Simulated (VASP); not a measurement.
# LiS3 (Pm-3m) in VASP: notebook

LiS3 is run at these levels: PBE; tasks: relaxation of cell and atoms, single point.

Everything below comes from runs of VASP 6.6.1. Logs are shortened: lines on timing, memory, paths and dates and some standing lists are left out, and cuts for length are marked.

**1. The cell of the first run**

Symmetry: Pm-3m, No. 221, cubic system. Conventional cell: a = 4.138 Å, b = 4.138 Å, c = 4.138 Å, α = 90.00°, β = 90.00°, γ = 90.00°. Li (site symmetry m-3m) has 12 S at 2.93 Å within 3.9 Å. S (site symmetry 4/mmm) has 4 Li at 2.93 Å and 8 S at 2.93 Å within 3.9 Å.

The cell was built from a structure type or drawn by symmetry, and may not be a known phase.

**2. Relaxation of cell and atoms, PBE**

INCAR

```
  ALGO = Normal
  EDIFF = 1E-7
  EDIFFG = -0.04
  ENCUT = 600
  GGA = PE
  IBRION = 2
  ISIF = 3
  ISMEAR = 0
  LASPH = T
  LCHARG = F
  LREAL = F
  LWAVE = F
  NELM = 80
  NSW = 90
  PREC = Accurate
  SIGMA = 0.1
```

KPOINTS

```
k-points
0
Gamma
  4 4 4
```

POSCAR

```
LiS3
1.0
    4.1376751100      0.0000000000      0.0000000000
    0.0000000000      4.1376751100      0.0000000000
    0.0000000000      0.0000000000      4.1376751100
Li S
1 3
Direct
    0.0000000000      0.0000000000      0.0000000000
    0.0000000000      0.5000000000      0.5000000000
    0.5000000000      0.5000000000      0.0000000000
    0.5000000000      0.0000000000      0.5000000000
```

Potentials or basis: VASP PAW PBE potentials, release 64 (Li_sv, S).

Run with:

```console
> cat potpaw_PBE.64/Li_sv/POTCAR potpaw_PBE.64/S/POTCAR > POTCAR
> mpirun -np 1 vasp_std > vasp.out
```

OUTCAR:

```text
EDIFF = 1E-7
   EDIFFG = -0.04
   ENCUT = 600
   GGA = PE
   IBRION = 2
   ISIF = 3
   ISMEAR = 0
   LASPH = T
   LREAL = F
   NELM = 80
   NSW = 90
   PREC = Accurate

 ion  position               nearest neighbor table
   1  0.000  0.000  0.000-
   2  0.000  0.500  0.500-
   3  0.500  0.500  0.000-
   4  0.500  0.000  0.500-

  LATTYP: Found a simple cubic cell.
 ALAT       =     4.1376751100

  Lattice vectors:

 A1 = (   4.1376751100,   0.0000000000,   0.0000000000)
 A2 = (   0.0000000000,   4.1376751100,   0.0000000000)
 A3 = (   0.0000000000,   0.0000000000,   4.1376751100)

Analysis of symmetry for initial positions (statically):
=====================================================================
 Subroutine PRICEL returns:
 Original cell was already a primitive cell.

 Routine SETGRP: Setting up the symmetry group for a
 simple cubic supercell.

 Subroutine GETGRP returns: Found 48 space group operations
 (whereof 48 operations were pure point group operations)
 out of a pool of 48 trial point group operations.

The static configuration has the point symmetry O_h .

Analysis of symmetry for dynamics (positions and initial velocities):
=====================================================================
 Subroutine PRICEL returns:
 Original cell was already a primitive cell.

 Routine SETGRP: Setting up the symmetry group for a
 simple cubic supercell.

 Subroutine GETGRP returns: Found 48 space group operations
 (whereof 48 operations were pure point group operations)
 out of a pool of 48 trial point group operations.

The dynamic configuration has the point symmetry O_h .

 Subroutine INISYM returns: Found 48 space group operations
 (whereof 48 operations are pure point group operations),
 and found     1 'primitive' translations

----------------------------------------------------------------------------------------

                                     Primitive cell

  volume of cell :      70.8385

  direct lattice vectors                    reciprocal lattice vectors
     4.137675110  0.000000000  0.000000000     0.241681614  0.000000000  0.000000000
     0.000000000  4.137675110  0.000000000     0.000000000  0.241681614  0.000000000
     0.000000000  0.000000000  4.137675110     0.000000000  0.000000000  0.241681614

  length of vectors
     4.137675110  4.137675110  4.137675110     0.241681614  0.241681614  0.241681614

  position of ions in fractional coordinates (direct lattice)
     0.000000000  0.000000000  0.000000000
     0.000000000  0.500000000  0.500000000
     0.500000000  0.500000000  0.000000000
     0.500000000  0.000000000  0.500000000

  ion indices of the primitive-cell ions
   primitive index   ion index
                 1           1
                 2           2
                 3           3
                 4           4

----------------------------------------------------------------------------------------

 KPOINTS: k-points

Automatic generation of k-mesh.
 Grid dimensions read from file:
 generate k-points for:    4    4    4

 Generating k-lattice:

  Cartesian coordinates                     Fractional coordinates (reciprocal lattice)
     0.060420404  0.000000000  0.000000000     0.250000000  0.000000000  0.000000000
     0.000000000  0.060420404  0.000000000     0.000000000  0.250000000  0.000000000
     0.000000000  0.000000000  0.060420404     0.000000000  0.000000000  0.250000000

  Length of vectors
     0.060420404  0.060420404  0.060420404

  Shift w.r.t. Gamma in fractional coordinates (k-lattice)
     0.000000000  0.000000000  0.000000000

 Subroutine IBZKPT returns following result:
 ===========================================

 Found     10 irreducible k-points:

 Following reciprocal coordinates:
            Coordinates               Weight
  0.000000  0.000000  0.000000      1.000000
  0.250000  0.000000  0.000000      6.000000
  0.500000  0.000000  0.000000      3.000000
  0.250000  0.250000  0.000000     12.000000
  0.500000  0.250000  0.000000     12.000000
  0.500000  0.500000  0.000000      3.000000
  0.250000  0.250000  0.250000      8.000000
  0.500000  0.250000  0.250000     12.000000
  0.500000  0.500000  0.250000      6.000000
  0.500000  0.500000  0.500000      1.000000
   k-points           NKPTS =     10   k-points in BZ     NKDIM =     10   number of bands    NBANDS=     14
   number of dos      NEDOS =    301   number of ions     NIONS =      4
   total plane-waves  NPLWV =  46656
   dimension x,y,z NGX =    36 NGY =   36 NGZ =   36
   dimension x,y,z NGXF=    72 NGYF=   72 NGZF=   72
   ions per type =               1   3
   NGX,Y,Z   is equivalent  to a cutoff of  14.46, 14.46, 14.46 a.u.
   NGXF,Y,Z  is equivalent  to a cutoff of  28.93, 28.93, 28.93 a.u.
 SYSTEM =  unknown system
   PREC   = accura    normal or accurate (medium, high low for compatibility)
   ISTART =      0    job   : 0-new  1-cont  2-samecut
   ICHARG =      2    charge: 1-file 2-atom 10-const
   ISPIN  =      1    spin polarized calculation?
   LNONCOLLINEAR =      F non collinear calculations
   LSORBIT =      F    spin-orbit coupling
   LASPH  =      T    aspherical Exc in radial PAW
   ENCUT  =  600.0 eV  44.10 Ry    6.64 a.u.   8.26  8.26  8.26*2*pi/ulx,y,z
   NELM   =     80;   NELMIN=  2; NELMDL= -5     # of ELM steps
   EDIFF  = 0.1E-06   stopping-criterion for ELM
   LREAL  =      F    real-space projection
   EDIFFG = -.4E-01   stopping-criterion for IOM
   NSW    =     90    number of steps for IOM
   IBRION =      2    ionic relax: 0-MD 1-quasi-New 2-CG
   NFREE  =      1    steps in history (QN), initial steepest desc. (CG)
   ISIF   =      3    stress and relaxation
   ISYM   =      2    0-nonsym 1-usesym 2-fastsym
   POTIM  = 0.5000    time-step for ionic-motion
   TEBEG  =    0.0;   TEEND  =   0.0 temperature during run
   PSTRESS=    0.0 pullay stress
   NELECT =      21.0000    total number of electrons
   NUPDOWN=      -1.0000    fix difference up-down
   EMIN   =  10.00;   EMAX   =-10.00  energy-range for DOS
   EFERMI =   0.00;   METHOD = LEGACY
   ISMEAR =     0;   SIGMA  =   0.10  broadening in eV -4-tet -1-fermi 0-gaus
   EFERMI_NEDOS =   21; number of points for ismear=-14 and -15
   IALGO  =     38    algorithm
   IMIX   =      4    mixing-type and parameters
     AMIX     =   0.40;   BMIX     =  1.00
     AMIX_MAG =   1.60;   BMIX_MAG =  1.00
  volume/ion in A,a.u.               =      17.71       119.51
  Fermi-wavevector in a.u.,A,eV,Ry     =   1.091587  2.062800 16.212177  1.191561
  Thomas-Fermi vector in A             =   2.227835
   LORBIT       =      0    0 simple, 1 ext, 2 COOP (PROOUT), +10 PAW based schemes
   GGA     = PE    functional components
   LHFCALC =     F    Hartree Fock is set to
   AEXX    =    0.0000 exact exchange contribution
   IVDW    =     0    specifies the selected vdW correction
   LEPSILON=     F    determine dielectric tensor
   LRPA    =     F    only Hartree local field effects (RPA)
 conjugate gradient relaxation of ions
 non-spin polarized calculation
 Gauss-broadening in eV      SIGMA  =   0.10
  energy-cutoff  :      600.00
  volume of cell :       70.84
 maximum number of plane-waves:      2392
 NGX is ok and might be reduce to    36
   NGX = 17   NGY = 17   NGZ = 17

--------------------------------------- Ionic step        1  -------------------------------------------

 number of electron      21.0000014 magnetization

 Free energy of the ion-electron system (eV)
  ---------------------------------------------------
  ext. energy  EPLUGINS =         0.00000000
  ---------------------------------------------------
  free energy    TOTEN  =       -12.92688879 eV

  energy without entropy =      -12.91129498  energy(sigma->0) =      -12.91909189

 E-fermi :   4.7240     XC(G=0):  -9.7160

 val. band max:        4.6153840475   @ k =   0.5000   0.5000   0.2500
 cond. band min:       4.7425646331   @ k =   0.5000   0.2500   0.2500
 fundamental gap:      0.1271805856
 Fermi energy:         4.7240023075

 k-point     1 :       0.0000    0.0000    0.0000
  band No.  band energies     occupation
      1     -41.8203      2.00000
      2     -10.2073      2.00000
      3      -6.2529      2.00000
      4      -6.2529      2.00000
      5      -0.1905      2.00000
      6      -0.1905      2.00000
      7      -0.1905      2.00000
      8       3.9115      2.00000
      9       3.9115      2.00000
     10       3.9115      2.00000
     11       5.8196      0.00000
     12       5.8196      0.00000
     13       5.8196      0.00000
     14       7.3025      0.00000

 k-point     2 :       0.2500    0.0000    0.0000
  band No.  band energies     occupation
      1     -41.8203      2.00000
      2      -9.8568      2.00000
      3      -7.0552      2.00000
      4      -6.1867      2.00000
      5       0.1849      2.00000
      6       0.1849      2.00000
      7       0.6365      2.00000
      8       3.2851      2.00000
      9       3.2968      2.00000
     10       3.2968      2.00000
[... 198 lines left out ...]
 POSITION                                       TOTAL-FORCE (eV/Angst)
 -----------------------------------------------------------------------------------
      0.00000      0.00000      0.00000        -0.000000      0.000000      0.000000
      0.00000      2.01459      2.01459        -0.000000      0.000000      0.000000
      2.01459      2.01459     -0.00000         0.000000      0.000000      0.000000
      2.01459     -0.00000      2.01459        -0.000000      0.000000      0.000000
 -----------------------------------------------------------------------------------
    total drift:                               -0.000000      0.000000      0.000000

  FREE ENERGIE OF THE ION-ELECTRON SYSTEM (eV)
  ---------------------------------------------------
  free  energy   TOTEN  =       -13.0359591408 eV

  energy  without entropy=      -13.0244097034  energy(sigma->0) =      -13.03018442

--------------------------------------- Ionic step        3  -------------------------------------------

 number of electron      20.9999993 magnetization

 Free energy of the ion-electron system (eV)
  ---------------------------------------------------
  ext. energy  EPLUGINS =         0.00000000
  ---------------------------------------------------
  free energy    TOTEN  =       -13.04131894 eV

  energy without entropy =      -13.03002798  energy(sigma->0) =      -13.03567346

 E-fermi :   5.9838     XC(G=0): -10.1592

 val. band max:        5.8160689760   @ k =   0.5000   0.5000   0.2500
 cond. band min:       6.0170038324   @ k =   0.5000   0.2500   0.2500
 fundamental gap:      0.2009348564
 Fermi energy:         5.9838017006

 k-point     1 :       0.0000    0.0000    0.0000
  band No.  band energies     occupation
      1     -40.6875      2.00000
      2      -9.8440      2.00000
      3      -5.1057      2.00000
      4      -5.1057      2.00000
      5       0.3559      2.00000
      6       0.3559      2.00000
      7       0.3559      2.00000
      8       5.0333      2.00000
      9       5.0333      2.00000
     10       5.0333      2.00000
     11       7.1812      0.00000
     12       7.1812      0.00000
     13       7.1812      0.00000
     14       8.0876      0.00000

 k-point     2 :       0.2500    0.0000    0.0000
  band No.  band energies     occupation
      1     -40.6873      2.00000
      2      -9.4475      2.00000
      3      -6.1536      2.00000
      4      -5.0139      2.00000
      5       0.7699      2.00000
      6       0.7699      2.00000
      7       1.4235      2.00000
      8       4.2583      2.00000
      9       4.2784      2.00000
     10       4.2784      2.00000
[... 160 lines left out ...]
 POSITION                                       TOTAL-FORCE (eV/Angst)
 -----------------------------------------------------------------------------------
      0.00000      0.00000      0.00000        -0.000000      0.000000      0.000000
      0.00000      2.00106      2.00106         0.000000      0.000000      0.000000
      2.00106      2.00106     -0.00000         0.000000      0.000000      0.000000
      2.00106     -0.00000      2.00106        -0.000000      0.000000      0.000000
 -----------------------------------------------------------------------------------
    total drift:                                0.000000      0.000000      0.000000

  FREE ENERGIE OF THE ION-ELECTRON SYSTEM (eV)
  ---------------------------------------------------
  free  energy   TOTEN  =       -13.0413189397 eV

  energy  without entropy=      -13.0300279840  energy(sigma->0) =      -13.03567346

 reached required accuracy - stopping structural energy minimisation
```

It took 21 s on 1 thread of Intel Xeon Platinum 8559C (Emerald Rapids), shared host; peak memory 0.2 GiB.

What came out:

| Quantity | Value |
| --- | --- |
| Free energy | -13.0413 eV |
| Relaxed volume | 16.03 Å³/atom |
| Relaxed cell | a = 4.002 Å, b = 4.002 Å, c = 4.002 Å, α = 90.00°, β = 90.00°, γ = 90.00° |
| Space group after relaxing (to 0.1 Å) | Pm-3m (No. 221) |
| Energy gained by relaxing | 28.6 meV/atom |
| Ionic steps | 3 |
| Pressure after relaxing | -0.1 GPa |
| Band gap on the k mesh | zero (an odd number of electrons rules out a gap without spin polarisation) |

The path:
```csv
step,energy change (eV),largest force (eV/Å),pressure (GPa),volume (Å³)
1,0.0000,0.0000,-4.92,70.84
2,-0.1091,0.0000,-1.24,65.41
3,-0.1144,0.0000,-0.06,64.10
```

Final structure:
```xyz
4
Lattice="4.0021 0.0000 0.0000 0.0000 4.0021 0.0000 0.0000 0.0000 4.0021" Properties=species:S:1:pos:R:3 pbc="T T T"
Li    0.0000    0.0000    0.0000
S     0.0000    2.0011    2.0011
S     2.0011    2.0011    0.0000
S     2.0011    0.0000    2.0011
```

Levels at points of the mesh, in eV from the Fermi level:
| k point | band 7 | band 8 | band 9 | band 10 | band 11 | band 12 | band 13 | band 14 |
| --- | --- | --- | --- | --- | --- | --- | --- | --- |
| (0.00, 0.00, 0.00) | -5.63 | -0.95 | -0.95 | -0.95 | 1.20 | 1.20 | 1.20 | 2.10 |
| (0.50, 0.00, 0.00) | -2.93 | -2.89 | -2.89 | -2.35 | -2.06 | 0.64 | 0.64 | 4.63 |
| (0.50, 0.50, 0.00) | -2.78 | -2.60 | -2.60 | -2.52 | -2.52 | 1.49 | 1.65 | 4.47 |
| (0.50, 0.50, 0.50) | -6.10 | -6.10 | 1.67 | 1.67 | 1.74 | 1.74 | 1.74 | 2.04 |

Caveat: the k points lie up to 0.39 Å⁻¹ apart in the final cell, too coarse for converged energies and pressures of a metal; the cutoff is under 1.25 times the usual one of these potentials, so pressure, stress and relaxed cells hold a basis-set (Pulay) error.

**3. Single point, PBE**

This run uses another cell than the first one, of 16.13 Å³/atom.

INCAR

```
SYSTEM = LiS3
  ALGO = Normal
  EDIFF = 1E-6
  ENCUT = 520
  GGA = PE
  ISIF = 2
  ISMEAR = 0
  LASPH = .TRUE.
  LCHARG = .FALSE.
  LREAL = .FALSE.
  LWAVE = .FALSE.
  NBANDS = 18
  NELM = 80
  PREC = Accurate
  SIGMA = 0.1
```

KPOINTS

```
k-points
0
G
  12 12 12
  0 0 0
```

POSCAR

```
LiS3
1.0
    4.0111476578      0.0000000000      0.0000000000
    0.0000000000      4.0111476578      0.0000000000
    0.0000000000      0.0000000000      4.0111476578
Li S
1 3
Direct
    0.0000000000      0.0000000000      0.0000000000
    0.0000000000      0.5000000000      0.5000000000
    0.5000000000      0.5000000000      0.0000000000
    0.5000000000      0.0000000000      0.5000000000
```

Potentials or basis: VASP PAW PBE potentials, release 64 (Li_sv, S).

Run with:

```console
> cat potpaw_PBE.64/Li_sv/POTCAR potpaw_PBE.64/S/POTCAR > POTCAR
> mpirun -np 1 vasp_std > vasp.out
```

Run time: 37 s. Hardware: 1 thread of Intel Xeon Platinum 8559C (Emerald Rapids), shared host; peak memory 0.21 GiB.

Results (log left out):

```yaml
Free_energy: -13.1389 eV
Band_gap_on_the_k_mesh: zero (an odd number of electrons rules out a gap without spin polarisation)
```

Levels at points of the mesh, in eV from the Fermi level:
```
           k point  band 7  band 8  band 9  band 10  band 11  band 12  band 13  band 14  band 15  band 16
(0.00, 0.00, 0.00)   -5.49   -0.81   -0.81    -0.81     1.26     1.26     1.26     2.21     6.60     6.60
(0.50, 0.00, 0.00)   -2.79   -2.73   -2.73    -2.19    -2.00     0.72     0.72     4.76     7.42     7.56
(0.50, 0.50, 0.00)   -2.72   -2.45   -2.45    -2.37    -2.37     1.52     1.77     4.65     6.73     8.17
(0.50, 0.50, 0.50)   -5.91   -5.91    1.69     1.69     1.85     1.85     1.85     2.23     9.88     9.88
```

Caveat: the cutoff is under 1.25 times the usual one of these potentials, so pressure, stress and relaxed cells hold a basis-set (Pulay) error.

**4. Relaxation of cell and atoms, PBE**

This run uses another cell than the first one, of 16.05 Å³/atom.

INCAR

```
PREC = Accurate
ENCUT = 600
EDIFF = 1E-7
ISMEAR = 0
SIGMA = 0.1
LREAL = False
LASPH = True
NELM = 60
ALGO = Normal
ISIF = 3
LWAVE = False
LCHARG = False
GGA = PE
IBRION = 2
NSW = 100
EDIFFG = -0.01
```

KPOINTS

```
regular mesh
0
Gamma
  12 12 12
```

POSCAR

```
LiS3
1.0
    4.0038855578      0.0000000000      0.0000000000
    0.0000000000      4.0038855578      0.0000000000
    0.0000000000      0.0000000000      4.0038855578
Li S
1 3
Direct
    0.0000000000      0.0000000000      0.0000000000
    0.0000000000      0.5000000000      0.5000000000
    0.5000000000      0.5000000000      0.0000000000
    0.5000000000      0.0000000000      0.5000000000
```

Run with:

```console
> cat potpaw_PBE.64/Li_sv/POTCAR potpaw_PBE.64/S/POTCAR > POTCAR
> mpirun -np 1 vasp_std > vasp.out
```

It took 42 s on 1 thread of Intel Xeon Platinum 8559C (Emerald Rapids), shared host; peak memory 0.22 GiB.

It converged, with:

| Item | Value |
| --- | --- |
| Free energy | -13.1385 eV |
| Relaxed volume | 16.10 Å³/atom |
| Relaxed cell | a = 4.008 Å, b = 4.008 Å, c = 4.008 Å, α = 90.00°, β = 90.00°, γ = 90.00° |
| Space group after relaxing (to 0.1 Å) | Pm-3m (No. 221) |
| Energy gained by relaxing | 0.0 meV/atom |
| Ionic steps | 2 |
| Pressure after relaxing | 0.0 GPa |
| Band gap on the k mesh | zero (an odd number of electrons rules out a gap without spin polarisation) |

Step by step:
| step | energy change (eV) | largest force (eV/Å) | pressure (GPa) | volume (Å³) |
| --- | --- | --- | --- | --- |
| 1 | 0.0000 | 0.0000 | 0.24 | 64.19 |
| 2 | -0.0002 | 0.0000 | 0.02 | 64.41 |

Final structure:
```yaml
crystal:
  lattice:
    - [4.00846, 0.00000, 0.00000]
    - [0.00000, 4.00846, 0.00000]
    - [0.00000, 0.00000, 4.00846]
  atoms:
    - { symbol: Li, position: [0.00000, 0.00000, 0.00000] }
    - { symbol: S, position: [0.00000, 0.50000, 0.50000] }
    - { symbol: S, position: [0.50000, 0.50000, 0.00000] }
    - { symbol: S, position: [0.50000, 0.00000, 0.50000] }
```

Levels at points of the mesh, in eV from the Fermi level:
| k point | band 8 | band 9 | band 10 | band 11 | band 12 | band 13 | band 14 |
| --- | --- | --- | --- | --- | --- | --- | --- |
| (0.00, 0.00, 0.00) | -0.81 | -0.81 | -0.81 | 1.27 | 1.27 | 1.27 | 2.20 |
| (0.50, 0.00, 0.00) | -2.74 | -2.74 | -2.19 | -2.01 | 0.73 | 0.73 | 4.76 |
| (0.50, 0.50, 0.00) | -2.45 | -2.45 | -2.38 | -2.38 | 1.52 | 1.78 | 4.65 |
| (0.50, 0.50, 0.50) | -5.93 | 1.70 | 1.70 | 1.86 | 1.86 | 1.86 | 2.22 |

Caveat: the cutoff is under 1.25 times the usual one of these potentials, so pressure, stress and relaxed cells hold a basis-set (Pulay) error.

**5. Summary**

```tsv
task	cell	k mesh	cutoff (eV)	gap on the mesh (eV)	pressure (GPa)	relaxed volume (Å³/atom)
relaxation of cell and atoms	relaxed from a = 4.138 Å, 4 atoms	4 × 4 × 4	600	none	-0.1	16.03
single point	a = 4.011 Å, 4 atoms	12 × 12 × 12	520	none	-	-
relaxation of cell and atoms	relaxed from a = 4.004 Å, 4 atoms	12 × 12 × 12	600	none	0.0	16.10
```

Alike in all rows: level PBE; potentials or basis VASP PAW PBE potentials, release 64 (Li_sv, S); no spin polarisation; smearing gaussian 0.1 eV.

Caveats: some runs use coarse meshes; the cutoff is under 1.25 times the usual one of these potentials, so pressure, stress and relaxed cells hold a basis-set (Pulay) error.

Total energies depend on the potentials used, so only differences within one code and one set of settings carry meaning.
